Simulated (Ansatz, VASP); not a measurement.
## NaI in VASP and in Ansatz

Contents of INCAR:

```
SYSTEM = NaI
PREC = Accurate ; ENCUT = 600
EDIFF = 1E-7 ; ISMEAR = 0
SIGMA = 0.02 ; LREAL = .False.
LASPH = .True. ; NELM = 100
ALGO = Normal ; ISIF = 3
LWAVE = .False. ; LCHARG = .False.
GGA = PE ; IBRION = 2
NSW = 100 ; EDIFFG = -0.01
```

File KPOINTS:

```
Automatic mesh
0
Gamma
  6 6 4
  0 0 0
```

POSCAR

```
NaI
1.0
    5.1350000000      0.0000000000      0.0000000000
   -2.5675000000      4.4470404500      0.0000000000
    0.0000000000      0.0000000000      8.4486864700
Na I
2 2
Direct
    0.3333333300      0.6666666700      0.3731349300
    0.6666666700      0.3333333300      0.8731349300
    0.3333333300      0.6666666700      0.0000000000
    0.6666666700      0.3333333300      0.5000000000
```

Input for Ansatz:

```yaml
crystal:
  lattice:
    - [5.135, 0.0, 0.0]
    - [-2.5675, 4.44704045, 0.0]
    - [0.0, 0.0, 8.44868647]
  atoms:
    - { symbol: Na, position: [0.33333333, 0.66666667, 0.37313493] }
    - { symbol: Na, position: [0.66666667, 0.33333333, 0.87313493] }
    - { symbol: I, position: [0.33333333, 0.66666667, 0.0] }
    - { symbol: I, position: [0.66666667, 0.33333333, 0.5] }
basis:
  ecutwfc: 420
kpoints:
  mp_grid: { grid: [6, 6, 4] }
hamiltonian:
  xc: pbe
scf:
  occupations: { method: gaussian, width: 0.02 }
output:
  forces: true
  stress: true
  eigenvalues: true
  write_density: true
  write_potential: true
  elf: true
  volumetric_format: npy
relax:
  adjacent_minimum: "off"
  f_tol: 0.01
  max_steps: 80
  cell: { stress_tol: 0.05 }
```

Alike in both runs: task relaxation of cell and atoms; functional PBE; k mesh 6 × 6 × 4; occupations gaussian, width 0.02 eV; no spin polarisation.

|  | VASP | Ansatz |
| --- | --- | --- |
| version | VASP 6.6.1 | Ansatz 0.2.0 |
| potentials or method | VASP PAW PBE potentials, release 64 (Na_pv, I), cutoff 600 eV | scalar-relativistic, plane waves, PAW |
| valence electrons in the cell | 28 | 52 |

```csv
,VASP,Ansatz,Ansatz less VASP
"gap on the k mesh at the Fermi level, each at its own relaxed structure (eV)",3.70,3.70,0.000
relaxed volume (Å³/atom),45.85,45.80,-0.048
relaxed cell length with the largest relative difference (Å),7.988,7.973,-0.0150
```

VASP's potentials hold 28 valence electrons a cell and Ansatz's 52, so a difference there can come from the potentials and not from the codes.

Neither program's run includes spin-orbit coupling.
